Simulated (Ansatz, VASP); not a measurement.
## PbS in VASP and in Ansatz

```
Pb S
1.0
     3.00537   -3.00527    0.00000
     3.00537    3.00527    0.00000
     0.00000    0.00000    6.03602
Pb S
2 2
Direct
  0.25042 0.74958 0.26028
  0.74958 0.25042 0.76028
  0.74964 0.25036 0.23973
  0.25036 0.74964 0.73973
```

Change from the starting cell: the structure that the rattled cell fell into.

Alike in both runs: functional PBE; k mesh 4 × 4 × 4; occupations gaussian, width 0.1 eV; no spin polarisation.

Ansatz relaxed the structure, and its values are those at the end. VASP's run is a single point on that final structure, the one shown.

|  | VASP | Ansatz |
| --- | --- | --- |
| version | VASP 6.6.1 | Ansatz 0.2.0 |
| potentials or method | VASP PAW PBE potentials, release 64 (Pb_d, S), cutoff 520 eV | scalar-relativistic, plane waves, PAW |
| valence electrons in the cell | 40 | 40 |

|  | VASP | Ansatz | Ansatz less VASP |
| --- | --- | --- | --- |
| gap on the k mesh at the Fermi level (eV) | 0.63 | 0.63 | -0.006 |
| least direct gap on the mesh (eV) | 0.63 | 0.63 | -0.006 |
| pressure (GPa) | -0.1 | 0.0 | +0.07 |

Neither program's run includes spin-orbit coupling.
